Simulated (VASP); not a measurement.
# Pt (P6/mmm) in VASP: a series of runs

Pt is run at these levels: PBE; tasks: single point.

Everything below comes from runs of VASP 6.6.1. Logs are shortened: lines on timing, memory, paths and dates and some standing lists are left out, and cuts for length are marked.

**1. The cell of the first run**

It takes space group P6/mmm (No. 191, hexagonal). Conventional cell: a = 2.509 Å, b = 2.509 Å, c = 2.451 Å, α = 90.00°, β = 90.00°, γ = 120.00°. Within 3.2 Å of Pt (site symmetry 6/mmm) lie 8 Pt at 2.45 to 2.51 Å.

This isn't the form of Pt at room conditions, which is fcc.

**2. Single point, PBE**

The input, INCAR:

```
PREC = Accurate
ENCUT = 520
EDIFF = 1E-6
ISMEAR = -1
SIGMA = 0.05
LREAL = False
LASPH = True
NELM = 100
ALGO = Normal
ISIF = 2
LWAVE = False
LCHARG = False
GGA = PE
NBANDS = 11
```

The input, KPOINTS:

```
regular mesh
0
Gamma
  17 17 16
```

The input, POSCAR:

```
Pt
1.0
    2.5092952712      0.0000000000      0.0000000000
   -1.2546476356      2.1731134504      0.0000000000
    0.0000000000      0.0000000000      2.4513095201
Pt
1
Direct
    0.0000000000      0.0000000000      0.0000000000
```

Potentials or basis: VASP PAW PBE potentials, release 64 (Pt).

Started as:

```sh
cat potpaw_PBE.64/Pt/POTCAR > POTCAR
mpirun -np 1 vasp_std > vasp.out
```

OUTCAR:

```text
PREC = Accurate
   ENCUT = 520
   EDIFF = 1E-6
   ISMEAR = -1
   LREAL = False
   LASPH = True
   NELM = 100
   ISIF = 2
   GGA = PE

 ion  position               nearest neighbor table
   1  0.000  0.000  0.000-

  LATTYP: Found a hexagonal cell.
 ALAT       =     2.5092952712
 C/A-ratio  =     0.9768916190

  Lattice vectors:

 A1 = (   2.5092952712,   0.0000000000,   0.0000000000)
 A2 = (  -1.2546476356,   2.1731134504,   0.0000000000)
 A3 = (   0.0000000000,   0.0000000000,   2.4513095201)

Analysis of symmetry for initial positions (statically):
=====================================================================
 Subroutine PRICEL returns:
 Original cell was already a primitive cell.

 Routine SETGRP: Setting up the symmetry group for a
 hexagonal supercell.

 Subroutine GETGRP returns: Found 24 space group operations
 (whereof 24 operations were pure point group operations)
 out of a pool of 24 trial point group operations.

The static configuration has the point symmetry D_6h.

Analysis of symmetry for dynamics (positions and initial velocities):
=====================================================================
 Subroutine PRICEL returns:
 Original cell was already a primitive cell.

 Routine SETGRP: Setting up the symmetry group for a
 hexagonal supercell.

 Subroutine GETGRP returns: Found 24 space group operations
 (whereof 24 operations were pure point group operations)
 out of a pool of 24 trial point group operations.

The dynamic configuration has the point symmetry D_6h.

 Subroutine INISYM returns: Found 24 space group operations
 (whereof 24 operations are pure point group operations),
 and found     1 'primitive' translations

----------------------------------------------------------------------------------------

                                     Primitive cell

  volume of cell :      13.3669

  direct lattice vectors                    reciprocal lattice vectors
     2.509295271  0.000000000  0.000000000     0.398518266  0.230084628  0.000000000
    -1.254647636  2.173113450  0.000000000     0.000000000  0.460169256  0.000000000
     0.000000000  0.000000000  2.451309520     0.000000000  0.000000000  0.407945219

  length of vectors
     2.509295271  2.509295271  2.451309520     0.460169256  0.460169256  0.407945219

  position of ions in fractional coordinates (direct lattice)
     0.000000000  0.000000000  0.000000000

  ion indices of the primitive-cell ions
   primitive index   ion index
                 1           1

----------------------------------------------------------------------------------------

 KPOINTS: regular mesh

Automatic generation of k-mesh.
 Grid dimensions read from file:
 generate k-points for:   17   17   16

 Generating k-lattice:

  Cartesian coordinates                     Fractional coordinates (reciprocal lattice)
     0.023442251  0.013534390  0.000000000     0.058823529 -0.000000000  0.000000000
     0.000000000  0.027068780  0.000000000     0.000000000  0.058823529  0.000000000
     0.000000000  0.000000000  0.025496576     0.000000000  0.000000000  0.062500000

  Length of vectors
     0.027068780  0.027068780  0.025496576

  Shift w.r.t. Gamma in fractional coordinates (k-lattice)
     0.000000000  0.000000000  0.000000000

 Subroutine IBZKPT returns following result:
 ===========================================

 Found    297 irreducible k-points:

 Following reciprocal coordinates:
            Coordinates               Weight
  0.000000  0.000000  0.000000      1.000000
  0.058824 -0.000000  0.000000      6.000000
  0.117647 -0.000000  0.000000      6.000000
  0.176471 -0.000000  0.000000      6.000000
  0.235294 -0.000000  0.000000      6.000000
  0.294118 -0.000000  0.000000      6.000000
[... 16 lines left out ...]
  0.411765  0.117647  0.000000     12.000000
  0.176471  0.176471  0.000000      6.000000
 [... further k-points ...]
   k-points           NKPTS =    297   k-points in BZ     NKDIM =    297   number of bands    NBANDS=     11
   number of dos      NEDOS =    301   number of ions     NIONS =      1
   total plane-waves  NPLWV =   7200
   dimension x,y,z NGX =    20 NGY =   20 NGZ =   18
   dimension x,y,z NGXF=    40 NGYF=   40 NGZF=   36
   ions per type =               1
   NGX,Y,Z   is equivalent  to a cutoff of  13.25, 13.25, 12.21 a.u.
   NGXF,Y,Z  is equivalent  to a cutoff of  26.50, 26.50, 24.41 a.u.
 SYSTEM =  unknown system
   PREC   = accura    normal or accurate (medium, high low for compatibility)
   ISTART =      0    job   : 0-new  1-cont  2-samecut
   ICHARG =      2    charge: 1-file 2-atom 10-const
   ISPIN  =      1    spin polarized calculation?
   LNONCOLLINEAR =      F non collinear calculations
   LSORBIT =      F    spin-orbit coupling
   LASPH  =      T    aspherical Exc in radial PAW
   ENCUT  =  520.0 eV  38.22 Ry    6.18 a.u.   4.67  4.67  4.56*2*pi/ulx,y,z
   NELM   =    100;   NELMIN=  2; NELMDL= -5     # of ELM steps
   EDIFF  = 0.1E-05   stopping-criterion for ELM
   LREAL  =      F    real-space projection
   EDIFFG = 0.1E-04   stopping-criterion for IOM
   NSW    =      0    number of steps for IOM
   IBRION =     -1    ionic relax: 0-MD 1-quasi-New 2-CG
   NFREE  =      0    steps in history (QN), initial steepest desc. (CG)
   ISIF   =      2    stress and relaxation
   ISYM   =      2    0-nonsym 1-usesym 2-fastsym
   POTIM  = 0.5000    time-step for ionic-motion
   TEBEG  =    0.0;   TEEND  =   0.0 temperature during run
   PSTRESS=    0.0 pullay stress
   NELECT =      10.0000    total number of electrons
   NUPDOWN=      -1.0000    fix difference up-down
   EMIN   =  10.00;   EMAX   =-10.00  energy-range for DOS
   EFERMI =   0.00;   METHOD = LEGACY
   ISMEAR =    -1;   SIGMA  =   0.05  broadening in eV -4-tet -1-fermi 0-gaus
   EFERMI_NEDOS =   21; number of points for ismear=-14 and -15
   IALGO  =     38    algorithm
   IMIX   =      4    mixing-type and parameters
     AMIX     =   0.40;   BMIX     =  1.00
     AMIX_MAG =   1.60;   BMIX_MAG =  1.00
  volume/ion in A,a.u.               =      13.37        90.20
  Fermi-wavevector in a.u.,A,eV,Ry     =   1.486155  2.808425 30.050592  2.208656
  Thomas-Fermi vector in A             =   2.599477
   LORBIT       =      0    0 simple, 1 ext, 2 COOP (PROOUT), +10 PAW based schemes
   GGA     = PE    functional components
   LHFCALC =     F    Hartree Fock is set to
   AEXX    =    0.0000 exact exchange contribution
   IVDW    =     0    specifies the selected vdW correction
   LEPSILON=     F    determine dielectric tensor
   LRPA    =     F    only Hartree local field effects (RPA)
 non-spin polarized calculation
  energy-cutoff  :      520.00
  volume of cell :       13.37
 maximum number of plane-waves:       381
 NGX is ok and might be reduce to    20
   NGX =  9   NGY =  9   NGZ =  9

 number of electron      10.0000001 magnetization

 Free energy of the ion-electron system (eV)
  ---------------------------------------------------
  ext. energy  EPLUGINS =         0.00000000
  ---------------------------------------------------
  free energy    TOTEN  =        -5.19844552 eV

  energy without entropy =       -5.19112386  energy(sigma->0) =       -5.19478469

 E-fermi :  13.6726     XC(G=0): -14.1352

 val. band max:       13.6696047485   @ k =   0.0588   0.0588   0.1250
 cond. band min:      13.6774682624   @ k =   0.3529  -0.0000   0.5000
 fundamental gap:      0.0078635139
 Fermi energy:        13.6726290059

 k-point     1 :       0.0000    0.0000    0.0000
  band No.  band energies     occupation
      1       2.1772      2.00000
      2       5.5393      2.00000
      3       8.9992      2.00000
      4       8.9992      2.00000
      5      14.2500      0.00002
      6      14.2500      0.00002
      7      28.5374      0.00000
      8      28.9213      0.00000
      9      36.7880      0.00000
     10      36.7880      0.00000
     11      38.6170      0.00000

 k-point     2 :       0.0588   -0.0000    0.0000
  band No.  band energies     occupation
      1       2.3461      2.00000
      2       5.6036      2.00000
      3       8.8730      2.00000
      4       9.1418      2.00000
      5      14.0790      0.00059
      6      14.2216      0.00003
      7      28.8670      0.00000
      8      29.2512      0.00000
      9      35.3964      0.00000
     10      36.4122      0.00000
     11      39.5001      0.00000

 k-point     3 :       0.1176   -0.0000    0.0000
  band No.  band energies     occupation
      1       2.8279      2.00000
      2       5.7889      2.00000
      3       8.5564      2.00000
      4       9.5627      2.00000
      5      13.6198      1.48444
      6      14.1409      0.00017
      7      29.7206      0.00000
      8      30.1745      0.00000
      9      33.3291      0.00000
     10      35.4667      0.00000
     11      39.9778      0.00000

 k-point     4 :       0.1765   -0.0000    0.0000
  band No.  band energies     occupation
      1       3.5358      2.00000
      2       6.0530      2.00000
      3       8.2388      2.00000
      4      10.2403      2.00000
      5      12.9936      2.00000
      6      14.0205      0.00190
      7      30.0184      0.00000
      8      31.5246      0.00000
      9      32.1640      0.00000
     10      34.2301      0.00000
     11      39.6433      0.00000
[... 239 lines left out ...]
 k-point    22 :       0.3529    0.1176    0.0000
  band No.  band energies     occupation
      1       5.4218      2.00000
      2       6.7712      2.00000
      3      10.4518      2.00000
      4      10.9397      2.00000
      5      13.1793      1.99990
      6      15.6100      0.00000
      7      22.2094      0.00000
      8      27.0784      0.00000
      9      32.6538      0.00000
     10      37.2447      0.00000
     11      40.3707      0.00000

 k-point    23 :       0.4118    0.1176    0.0000
  band No.  band energies     occupation
      1       5.3127      2.00000
      2       6.9135      2.00000
      3      10.7833      2.00000
      4      11.2761      2.00000
      5      13.1088      1.99997
      6      16.4466      0.00000
      7      20.9744      0.00000
      8      26.4690      0.00000
      9      32.2283      0.00000
     10      37.4446      0.00000
     11      39.6247      0.00000

 k-point    24 :       0.1765    0.1765    0.0000
  band No.  band energies     occupation
      1       5.4851      2.00000
      2       7.0826      2.00000
      3       7.2244      2.00000
      4      11.7723      2.00000
      5      13.1270      1.99996
      6      13.4305      1.98434
      7      26.6184      0.00000
      8      28.5404      0.00000
      9      35.4624      0.00000
     10      35.4779      0.00000
     11      37.7649      0.00000

 [... further k-points ...]

------------------------ aborting loop because EDIFF is reached ----------------------------------------

  FORCE on cell =-STRESS in cart. coord.  units (eV):
  Direction    XX          YY          ZZ          XY          YZ          ZX
  --------------------------------------------------------------------------------------
  -------------------------------------------------------------------------------------
  Total        7.6148908      7.6148908      7.6030037     -0.0000000     -0.0000000      0.0000000
  in kB      912.7291990    912.7291989    911.3043946     -0.0000000     -0.0000000      0.0000000
  external PRESSURE =     912.2542642 kB  Pullay stress =       0.0000000 kB

 VOLUME and BASIS-vectors are now :
 -----------------------------------------------------------------------------
  energy-cutoff  :      520.00
  volume of cell :       13.37
      direct lattice vectors                 reciprocal lattice vectors
     2.509295271  0.000000000  0.000000000     0.398518266  0.230084628  0.000000000
    -1.254647636  2.173113450  0.000000000     0.000000000  0.460169256  0.000000000
     0.000000000  0.000000000  2.451309520     0.000000000  0.000000000  0.407945219

 POSITION                                       TOTAL-FORCE (eV/Angst)
 -----------------------------------------------------------------------------------
      0.00000      0.00000      0.00000         0.000000      0.000000      0.000000
 -----------------------------------------------------------------------------------
    total drift:                                0.000000      0.000000      0.000000

  FREE ENERGIE OF THE ION-ELECTRON SYSTEM (eV)
  ---------------------------------------------------
  free  energy   TOTEN  =        -5.1984455205 eV

  energy  without entropy=       -5.1911238627  energy(sigma->0) =       -5.19478469
```

Wall time 41 s (1 thread of Intel Xeon 8259CL, shared host); peak memory 0.16 GiB.

What came out:

```
Free energy            : -5.1984 eV
Pressure               : 91.2 GPa
Band gap on the k mesh : zero (bands 5 and 6 overlap by 4.57 eV)
```

Stress tensor (GPa, compression positive):
```
91.27  0.00  0.00
 0.00 91.27  0.00
 0.00  0.00 91.13
```

Caveat: the cell stands under pressure; spin-orbit coupling is left out, which moves the levels of the heavy elements.

**3. Single point, PBE**

Changes to INCAR since step 2:

```diff
@@ -2,3 +2,3 @@
 ENCUT = 520
-EDIFF = 1E-6
+EDIFF = 1E-7
 ISMEAR = -1
@@ -7,3 +7,3 @@
 LASPH = True
-NELM = 100
+NELM = 60
 ALGO = Normal
```

KPOINTS is that of step 2.

The input, POSCAR:

```
Pt
1.0
    2.5090969939      0.0000000000      0.0000000000
   -1.2545484970      2.1729417373      0.0000000000
    0.0000000000      0.0000000000      2.4515165744
Pt
1
Direct
    0.0000000000      0.0000000000      0.0000000000
```

Potentials or basis: VASP PAW PBE potentials, release 64 (Pt).

Started as:

```sh
cat potpaw_PBE.64/Pt/POTCAR > POTCAR
mpirun -np 1 vasp_std > vasp.out
```

Run time: 40 s. Hardware: 1 thread of Intel Xeon 8259CL, shared host; peak memory 0.16 GiB.

It converged, with:

```
Free energy            : -5.1979 eV
Pressure               : 91.3 GPa
Band gap on the k mesh : zero (bands 5 and 6 overlap by 4.57 eV)
```

Stress tensor (GPa, compression positive):
```
91.40  0.00  0.00
 0.00 91.40  0.00
 0.00  0.00 91.04
```

Levels at points of the mesh, in eV from the Fermi level:
```
           k point  band 2  band 3  band 4  band 5  band 6  band 7  band 8  band 9
(0.00, 0.00, 0.00)   -8.13   -4.67   -4.67    0.58    0.58   14.87   15.24   23.12
(0.00, 0.00, 0.50)   -4.08   -4.08   -2.20   -2.18   -2.18    5.75   17.79   22.16
```

Caveat: the cell stands under pressure; spin-orbit coupling is left out, which moves the levels of the heavy elements.
